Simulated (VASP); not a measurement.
# Si2Mo (I4/mmm) in VASP: single point with PBEsol

Aim: the single point of Si2Mo with PBEsol.

Program: VASP 6.6.1. These are calculated values, not measurements. Logs are shortened: lines on timing, memory, paths and dates and some standing lists are left out, and cuts for length are marked.

## Step 1: The cell of the first run

Symmetry: I4/mmm, No. 139, tetragonal system. Conventional cell: a = 3.190 Å, b = 3.190 Å, c = 7.821 Å, α = 90.00°, β = 90.00°, γ = 90.00°. Within 3.4 Å of Si (site symmetry 4mm) lie 9 Si at 2.58 to 3.19 Å and 5 Mo at 2.60 to 2.62 Å. Within 3.4 Å of Mo (site symmetry 4/mmm) lie 10 Si at 2.60 to 2.62 Å and 4 Mo at 3.19 Å.

## Step 2: Single point, PBEsol

INCAR

```
SYSTEM = Si2Mo
ALGO = Normal
EDIFF = 1E-7
ENCUT = 520
GGA = PS
ISIF = 2
ISMEAR = 0
LASPH = .True.
LCHARG = .False.
LREAL = .False.
LWAVE = .False.
NBANDS = 18
NELM = 100
PREC = Accurate
SIGMA = 0.1
```

KPOINTS

```
k-points
0
Gamma
  18 18 18
  0 0 0
```

POSCAR

```
Si2Mo
1.0
   -1.5951220179      1.5951220179      3.9104881993
    1.5951220179     -1.5951220179      3.9104881993
    1.5951220179      1.5951220179     -3.9104881993
Si Mo
2 1
Direct
    0.3350898371      0.3350898371      0.0000000000
    0.6649101629      0.6649101629      0.0000000000
    0.0000000000      0.0000000000      0.0000000000
```

Potentials or basis: VASP PAW PBE potentials, release 64 (Si, Mo_sv).

Run with:

```
$ cat potpaw_PBE.64/Si/POTCAR potpaw_PBE.64/Mo_sv/POTCAR > POTCAR
$ mpirun -np 1 vasp_std > vasp.out
```

OUTCAR:

```text
SYSTEM = Si2Mo
   EDIFF = 1E-7
   ENCUT = 520
   GGA = PS
   ISIF = 2
   ISMEAR = 0
   LASPH = .True.
   LREAL = .False.
   NELM = 100
   PREC = Accurate

 ion  position               nearest neighbor table
   1  0.335  0.335  0.000-   2 2.58   3 2.60   3 2.60   3 2.60   3 2.60   2 2.62   2 2.62   2 2.62
                             2 2.62   3 2.62
   2  0.665  0.665  0.000-   1 2.58   3 2.60   3 2.60   3 2.60   3 2.60   1 2.62   1 2.62   1 2.62
                             1 2.62   3 2.62
   3  0.000  0.000  0.000-   2 2.60   2 2.60   2 2.60   1 2.60   2 2.60   1 2.60   1 2.60   1 2.60
                             1 2.62   2 2.62

  LATTYP: Found a body centered tetragonal cell.
 ALAT       =     3.1902440358
 C/A-ratio  =     2.4515291968

  Lattice vectors:

 A1 = (  -1.5951220179,   1.5951220179,   3.9104881993)
 A2 = (   1.5951220179,  -1.5951220179,   3.9104881993)
 A3 = (   1.5951220179,   1.5951220179,  -3.9104881993)

Analysis of symmetry for initial positions (statically):
=====================================================================
 Subroutine PRICEL returns:
 Original cell was already a primitive cell.

 Routine SETGRP: Setting up the symmetry group for a
 body centered tetragonal supercell.

 Subroutine GETGRP returns: Found 16 space group operations
 (whereof 16 operations were pure point group operations)
 out of a pool of 16 trial point group operations.

The static configuration has the point symmetry D_4h.

Analysis of symmetry for dynamics (positions and initial velocities):
=====================================================================
 Subroutine PRICEL returns:
 Original cell was already a primitive cell.

 Routine SETGRP: Setting up the symmetry group for a
 body centered tetragonal supercell.

 Subroutine GETGRP returns: Found 16 space group operations
 (whereof 16 operations were pure point group operations)
 out of a pool of 16 trial point group operations.

The dynamic configuration has the point symmetry D_4h.

 Subroutine INISYM returns: Found 16 space group operations
 (whereof 16 operations are pure point group operations),
 and found     1 'primitive' translations

----------------------------------------------------------------------------------------

                                     Primitive cell

  volume of cell :      39.7996

  direct lattice vectors                    reciprocal lattice vectors
    -1.595122018  1.595122018  3.910488199     0.000000000  0.313455644  0.127861273
     1.595122018 -1.595122018  3.910488199     0.313455644  0.000000000  0.127861273
     1.595122018  1.595122018 -3.910488199     0.313455644  0.313455644  0.000000000

  length of vectors
     4.514504011  4.514504011  4.514504011     0.338530569  0.338530569  0.443293223

  position of ions in fractional coordinates (direct lattice)
     0.335089837  0.335089837  0.000000000
     0.664910163  0.664910163  0.000000000
     0.000000000  0.000000000  0.000000000

  ion indices of the primitive-cell ions
   primitive index   ion index
                 1           1
                 2           2
                 3           3

----------------------------------------------------------------------------------------

 KPOINTS: k-points

Automatic generation of k-mesh.
 Grid dimensions read from file:
 generate k-points for:   18   18   18

 Generating k-lattice:

  Cartesian coordinates                     Fractional coordinates (reciprocal lattice)
     0.000000000  0.017414202  0.007103404     0.055555556  0.000000000 -0.000000000
     0.017414202  0.000000000  0.007103404     0.000000000  0.055555556 -0.000000000
     0.017414202  0.017414202  0.000000000     0.000000000  0.000000000  0.055555556

  Length of vectors
     0.018807254  0.018807254  0.024627401

  Shift w.r.t. Gamma in fractional coordinates (k-lattice)
     0.000000000  0.000000000  0.000000000

 Subroutine IBZKPT returns following result:
 ===========================================

 Found    480 irreducible k-points:

 Following reciprocal coordinates:
            Coordinates               Weight
  0.000000  0.000000  0.000000      1.000000
  0.055556  0.000000 -0.000000      8.000000
  0.111111  0.000000 -0.000000      8.000000
  0.166667 -0.000000  0.000000      8.000000
  0.222222  0.000000  0.000000      8.000000
  0.277778  0.000000  0.000000      8.000000
[... 16 lines left out ...]
 -0.277778  0.055556  0.000000     16.000000
 -0.222222  0.055556  0.000000     16.000000
 [... further k-points ...]
   k-points           NKPTS =    480   k-points in BZ     NKDIM =    480   number of bands    NBANDS=     18
   number of dos      NEDOS =    301   number of ions     NIONS =      3
   total plane-waves  NPLWV =  46656
   dimension x,y,z NGX =    36 NGY =   36 NGZ =   36
   dimension x,y,z NGXF=    72 NGYF=   72 NGZF=   72
   ions per type =               2   1
   NGX,Y,Z   is equivalent  to a cutoff of  13.26, 13.26, 13.26 a.u.
   NGXF,Y,Z  is equivalent  to a cutoff of  26.51, 26.51, 26.51 a.u.
 SYSTEM =  Si2Mo
   PREC   = accura    normal or accurate (medium, high low for compatibility)
   ISTART =      0    job   : 0-new  1-cont  2-samecut
   ICHARG =      2    charge: 1-file 2-atom 10-const
   ISPIN  =      1    spin polarized calculation?
   LNONCOLLINEAR =      F non collinear calculations
   LSORBIT =      F    spin-orbit coupling
   LASPH  =      T    aspherical Exc in radial PAW
   ENCUT  =  520.0 eV  38.22 Ry    6.18 a.u.   8.39  8.39  8.39*2*pi/ulx,y,z
   NELM   =    100;   NELMIN=  2; NELMDL= -5     # of ELM steps
   EDIFF  = 0.1E-06   stopping-criterion for ELM
   LREAL  =      F    real-space projection
   EDIFFG = 0.1E-05   stopping-criterion for IOM
   NSW    =      0    number of steps for IOM
   IBRION =     -1    ionic relax: 0-MD 1-quasi-New 2-CG
   NFREE  =      0    steps in history (QN), initial steepest desc. (CG)
   ISIF   =      2    stress and relaxation
   ISYM   =      2    0-nonsym 1-usesym 2-fastsym
   POTIM  = 0.5000    time-step for ionic-motion
   TEBEG  =    0.0;   TEEND  =   0.0 temperature during run
   PSTRESS=    0.0 pullay stress
   NELECT =      22.0000    total number of electrons
   NUPDOWN=      -1.0000    fix difference up-down
   EMIN   =  10.00;   EMAX   =-10.00  energy-range for DOS
[... 5 lines left out ...]
     AMIX     =   0.40;   BMIX     =  1.00
     AMIX_MAG =   1.60;   BMIX_MAG =  1.00
  volume/ion in A,a.u.               =      13.27        89.53
  Fermi-wavevector in a.u.,A,eV,Ry     =   1.343557  2.538955 24.560498  1.805146
  Thomas-Fermi vector in A             =   2.471621
   LORBIT       =      0    0 simple, 1 ext, 2 COOP (PROOUT), +10 PAW based schemes
   GGA     = PS    functional components
   LHFCALC =     F    Hartree Fock is set to
   AEXX    =    0.0000 exact exchange contribution
   IVDW    =     0    specifies the selected vdW correction
   LEPSILON=     F    determine dielectric tensor
   LRPA    =     F    only Hartree local field effects (RPA)
 non-spin polarized calculation
 Gauss-broadening in eV      SIGMA  =   0.10
  energy-cutoff  :      520.00
  volume of cell :       39.80
 maximum number of plane-waves:      1104
 NGX is ok and might be reduce to    36
   NGX = 17   NGY = 17   NGZ = 17

 number of electron      22.0000000 magnetization

 Free energy of the ion-electron system (eV)
  ---------------------------------------------------
  ext. energy  EPLUGINS =         0.00000000
  ---------------------------------------------------
  free energy    TOTEN  =       -25.07998789 eV

  energy without entropy =      -25.07880352  energy(sigma->0) =      -25.07939571

 E-fermi :  12.3375     XC(G=0): -12.5623

 val. band max:       12.3366781734   @ k =  -0.3333  -0.3333   0.2778
 cond. band min:      12.3411247083   @ k =  -0.0556   0.0556   0.0000
 fundamental gap:      0.0044465349
 Fermi energy:        12.3374957157

 k-point     1 :       0.0000    0.0000    0.0000
  band No.  band energies     occupation
      1     -48.2698      2.00000
      2     -22.4600      2.00000
      3     -22.3765      2.00000
      4     -22.3765      2.00000
      5      -1.1622      2.00000
      6       5.8667      2.00000
[... 10 lines left out ...]
     17      17.5394      0.00000
     18      17.5394      0.00000

 k-point     2 :       0.0556    0.0000   -0.0000
  band No.  band energies     occupation
      1     -48.2692      2.00000
      2     -22.4594      2.00000
      3     -22.3848      2.00000
      4     -22.3758      2.00000
      5      -1.1052      2.00000
      6       5.8728      2.00000
[... 10 lines left out ...]
     17      17.5737      0.00000
     18      17.9064      0.00000

 k-point     3 :       0.1111    0.0000   -0.0000
  band No.  band energies     occupation
      1     -48.2675      2.00000
      2     -22.4576      2.00000
      3     -22.4087      2.00000
      4     -22.3735      2.00000
      5      -0.9356      2.00000
      6       5.8803      2.00000
[... 10 lines left out ...]
     17      17.7555      0.00000
     18      18.7093      0.00000

 k-point     4 :       0.1667   -0.0000    0.0000
  band No.  band energies     occupation
      1     -48.2649      2.00000
      2     -22.4551      2.00000
      3     -22.4449      2.00000
      4     -22.3701      2.00000
      5      -0.6573      2.00000
      6       5.8493      2.00000
[... 10 lines left out ...]
     17      18.2564      0.00000
     18      19.7169      0.00000

 k-point     5 :       0.2222    0.0000    0.0000
  band No.  band energies     occupation
      1     -48.2616      2.00000
      2     -22.4897      2.00000
      3     -22.4513      2.00000
      4     -22.3660      2.00000
      5      -0.2770      2.00000
      6       5.6957      2.00000
[... 10 lines left out ...]
     17      18.9672      0.00000
     18      20.8304      0.00000

 k-point     6 :       0.2778    0.0000    0.0000
  band No.  band energies     occupation
      1     -48.2582      2.00000
      2     -22.5365      2.00000
      3     -22.4477      2.00000
      4     -22.3615      2.00000
      5       0.1965      2.00000
      6       5.3372      2.00000
[... 10 lines left out ...]
     17      19.4964      0.00000
     18      21.3704      0.00000

 k-point     7 :       0.3333    0.0000    0.0000
  band No.  band energies     occupation
      1     -48.2550      2.00000
      2     -22.5801      2.00000
      3     -22.4443      2.00000
      4     -22.3573      2.00000
      5       0.7520      2.00000
      6       4.8016      2.00000
[... 10 lines left out ...]
     17      19.4190      0.00000
     18      21.5939      0.00000

 k-point     8 :       0.3889   -0.0000    0.0000
  band No.  band energies     occupation
      1     -48.2524      2.00000
      2     -22.6155      2.00000
      3     -22.4415      2.00000
      4     -22.3539      2.00000
      5       1.3757      2.00000
      6       4.1639      2.00000
[... 10 lines left out ...]
     17      19.0977      0.00000
     18      20.6673      0.00000
[... 229 lines left out ...]
     17      19.3229      0.00000
     18      19.8857      0.00000

 k-point    20 :      -0.4444    0.0556   -0.0000
  band No.  band energies     occupation
      1     -48.2501      2.00000
      2     -22.6372      2.00000
      3     -22.4384      2.00000
      4     -22.3595      2.00000
      5       2.0054      2.00000
      6       3.5774      2.00000
[... 10 lines left out ...]
     17      19.3648      0.00000
     18      20.3924      0.00000

 k-point    21 :      -0.3889    0.0556   -0.0000
  band No.  band energies     occupation
      1     -48.2518      2.00000
      2     -22.6142      2.00000
      3     -22.4400      2.00000
      4     -22.3617      2.00000
      5       1.3343      2.00000
      6       4.2739      2.00000
[... 10 lines left out ...]
     17      19.4548      0.00000
     18      21.2583      0.00000

 k-point    22 :      -0.3333    0.0556    0.0000
  band No.  band energies     occupation
      1     -48.2545      2.00000
      2     -22.5789      2.00000
      3     -22.4426      2.00000
      4     -22.3652      2.00000
      5       0.7183      2.00000
      6       4.9402      2.00000
[... 10 lines left out ...]
     17      19.5318      0.00000
     18      20.8753      0.00000

 k-point    23 :      -0.2778    0.0556    0.0000
  band No.  band energies     occupation
      1     -48.2577      2.00000
      2     -22.5353      2.00000
      3     -22.4459      2.00000
      4     -22.3694      2.00000
      5       0.1739      2.00000
      6       5.5370      2.00000
[... 10 lines left out ...]
     17      19.3092      0.00000
     18      20.6668      0.00000

 k-point    24 :      -0.2222    0.0556    0.0000
  band No.  band energies     occupation
      1     -48.2611      2.00000
      2     -22.4886      2.00000
      3     -22.4495      2.00000
      4     -22.3740      2.00000
      5      -0.2859      2.00000
      6       5.9531      2.00000
[... 10 lines left out ...]
     17      18.6548      0.00000
     18      20.8216      0.00000

 [... further k-points ...]

------------------------ aborting loop because EDIFF is reached ----------------------------------------

  FORCE on cell =-STRESS in cart. coord.  units (eV):
  Direction    XX          YY          ZZ          XY          YZ          ZX
  --------------------------------------------------------------------------------------
  -------------------------------------------------------------------------------------
  Total        0.0919036      0.0919036      0.0920676      0.0000000      0.0000000      0.0000000
  in kB        3.6996822      3.6996822      3.7062847      0.0000000      0.0000000      0.0000000
  external PRESSURE =       3.7018830 kB  Pullay stress =       0.0000000 kB

 VOLUME and BASIS-vectors are now :
 -----------------------------------------------------------------------------
  energy-cutoff  :      520.00
  volume of cell :       39.80
      direct lattice vectors                 reciprocal lattice vectors
    -1.595122018  1.595122018  3.910488199     0.000000000  0.313455644  0.127861273
     1.595122018 -1.595122018  3.910488199     0.313455644  0.000000000  0.127861273
     1.595122018  1.595122018 -3.910488199     0.313455644  0.313455644  0.000000000

 POSITION                                       TOTAL-FORCE (eV/Angst)
 -----------------------------------------------------------------------------------
      0.00000      0.00000      2.62073         0.000000      0.000000     -0.008693
      0.00000      0.00000      5.20025        -0.000000     -0.000000      0.008693
      0.00000      0.00000      0.00000        -0.000000     -0.000000      0.000000
 -----------------------------------------------------------------------------------
    total drift:                                0.000000     -0.000000     -0.000000

  FREE ENERGIE OF THE ION-ELECTRON SYSTEM (eV)
  ---------------------------------------------------
  free  energy   TOTEN  =       -25.0799878899 eV

  energy  without entropy=      -25.0788035239  energy(sigma->0) =      -25.07939571
```

Wall time 6.3 min (1 thread of Intel Xeon Platinum 8375C at 2.90GHz (Ice Lake), shared host); peak memory 0.46 GiB.

What came out:

| Property | Result |
| --- | --- |
| Free energy | -25.0800 eV |
| Pressure | 0.4 GPa |
| Largest force | 0.009 eV/Å |
| Band gap on the k mesh | zero (band 11 reaches 12.82 eV, above the bottom of band 12 at 11.88 eV) |

Forces in eV/Å, atoms in the order of the input:
```
Si   0.000  0.000 -0.009
Si   0.000  0.000  0.009
Mo   0.000  0.000  0.000
```

Levels at points of the mesh, in eV from the Fermi level:
```tsv
k point	band 7	band 8	band 9	band 10	band 11	band 12	band 13	band 14	band 15	band 16
(0.00, 0.00, 0.00)	-3.39	-3.14	-2.64	-2.64	0.38	3.13	3.24	3.56	3.56	4.14
(0.50, 0.00, 0.00)	-5.02	-4.52	-2.62	-2.61	-0.52	2.29	3.14	4.15	4.22	5.51
(0.50, 0.50, 0.00)	-5.69	-5.17	-4.48	-3.11	-1.22	2.34	2.77	3.19	3.38	4.75
(0.50, 0.50, 0.50)	-3.62	-2.24	-0.59	-0.59	-0.46	-0.46	0.52	4.77	5.25	6.02
```

Caveat: the PAW data sets were made with another functional, which shifts forces and pressure a little.
